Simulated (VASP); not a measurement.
## K: relaxation of cell and atoms with PBE

The system is K.

```
K
1.0
     0.00000    2.65572    2.65572
     2.65572    0.00000    2.65572
     2.65572    2.65572    0.00000
K
1
Direct
  0.00000 0.00000 0.00000
```

This isn't the form of K at room conditions, which is bcc.

```json
{
  "Program": "VASP 6.6.1",
  "Task": "relaxation of cell and atoms",
  "Functional": "PBE",
  "Potentials or basis": "VASP PAW PBE potentials, release 64 (K_sv)",
  "Cutoff": "600 eV",
  "k mesh": "13 × 13 × 13",
  "Occupations": "fermi-dirac, width 0.08 eV",
  "Spin": "no spin polarisation",
  "Target pressure": "8.4 GPa",
  "Dipole correction": "no",
  "Further INCAR settings": "ALGO = Normal; EDIFF = 1e-06; IBRION = 2; EDIFFG = -0.005; NSW = 60; ISIF = 3"
}
```

```
Relaxed volume                                             : 37.49 Å³/atom
Relaxed cell                                               : a = 3.757 Å, b = 3.757 Å, c = 3.757 Å, α = 60.00°, β = 60.00°, γ = 60.00°
Space group after relaxing (to 0.1 Å)                      : Fm-3m (No. 225)
Energy change on relaxing (the run minimises the enthalpy) : -1.6 meV/atom
Ionic steps                                                : 2
Pressure after relaxing                                    : 8.4 GPa
Band gap on the k mesh                                     : zero (an odd number of electrons rules out a gap without spin polarisation)
```

The path:
| step | energy change (eV) | largest force (eV/Å) | pressure (GPa) | volume (Å³) |
| --- | --- | --- | --- | --- |
| 1 | 0.0000 | 0.0000 | 8.42 | 37.46 |
| 2 | -0.0016 | 0.0000 | 8.42 | 37.49 |

Final structure:
```yaml
crystal:
  lattice:
    - [0.00000, 2.65646, 2.65646]
    - [2.65646, 0.00000, 2.65646]
    - [2.65646, 2.65646, 0.00000]
  atoms:
    - { symbol: K, position: [0.00000, 0.00000, 0.00000] }
```

Levels at points of the mesh, in eV from the Fermi level:
| k point | band 1 | band 2 | band 3 | band 4 | band 5 | band 6 | band 7 | band 8 |
| --- | --- | --- | --- | --- | --- | --- | --- | --- |
| (0.00, 0.00, 0.00) | -32.21 | -15.45 | -15.45 | -15.45 | -3.24 | 4.51 | 4.51 | 4.51 |

Run time: 14 s on 1 thread of Intel(R) Xeon(R) 6975P-C (Granite Rapids) (shared host), peak memory 0.18 GiB.

Caveat: the cell is relaxed towards a set pressure, so the run minimises the enthalpy, not the energy.
